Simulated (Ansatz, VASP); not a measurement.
Ga: VASP beside Ansatz

File INCAR:

```
SYSTEM = Ga
PREC = Accurate
ENCUT = 600
EDIFF = 1E-7
ISMEAR = -1
SIGMA = 0.05
LREAL = .FALSE.
LASPH = .TRUE.
NELM = 60
ALGO = Fast
ISIF = 3
LWAVE = .FALSE.
LCHARG = .FALSE.
GGA = RP
IBRION = 2
NSW = 60
EDIFFG = -0.01
```

The input KPOINTS:

```
regular mesh
0
G
  10 10 8
  0 0 0
```

POSCAR

```
Ga
1.0
    1.3830000000     -4.0265000000      0.0000000000
    1.3830000000      4.0265000000      0.0000000000
   -0.1174474948      0.0000000000      3.3299294416
Ga
2
Direct
    0.1310000000      0.8690000000      0.7500000000
    0.8690000000      0.1310000000      0.2500000000
```

File input.yaml:

```yaml
crystal:
  lattice:
    - [1.383, -4.0265, 0.0]
    - [1.383, 4.0265, 0.0]
    - [-0.1174474948, 0.0, 3.3299294416]
  atoms:
    - { symbol: Ga, position: [0.131, 0.869, 0.75] }
    - { symbol: Ga, position: [0.869, 0.131, 0.25] }
hamiltonian:
  xc: rpbe
  pseudopotentials: { kind: paw }
kpoints:
  mp_grid: { grid: [10, 10, 8] }
scf:
  occupations: { method: fermi_dirac, width: 0.05 }
output:
  forces: true
  stress: true
  eigenvalues: true
relax:
  f_tol: 0.01
  max_steps: 40
  cell: { stress_tol: 0.05 }
```

Alike in both runs: task relaxation of cell and atoms; functional RPBE; k mesh 10 × 10 × 8; occupations fermi-dirac, width 0.05 eV; no spin polarisation.

```csv
,VASP,Ansatz
version,VASP 6.6.1,Ansatz 0.2.0
potentials or method,"VASP PAW PBE potentials, release 64 (Ga_d)",Ansatz PAW
plane-wave cutoff (eV),600,420
valence electrons in the cell,26,26
```

|  | VASP | Ansatz | Ansatz less VASP |
| --- | --- | --- | --- |
| gap on the k mesh at the Fermi level, each at its own relaxed structure (eV) | none | none | - |
| relaxed volume (Å³/atom) | 19.96 | 19.89 | -0.066 |
| relaxed cell length with the largest relative difference (Å) | 3.261 | 3.256 | -0.0048 |

VASP's potentials were made for PBE, not for RPBE. A gap of «none» marks a metal or a gap that the smearing closes.

Noted on Ansatz's run: the plane-wave basis is chosen anew once the cell has moved, so the energies of steps on either side of that aren't comparable.
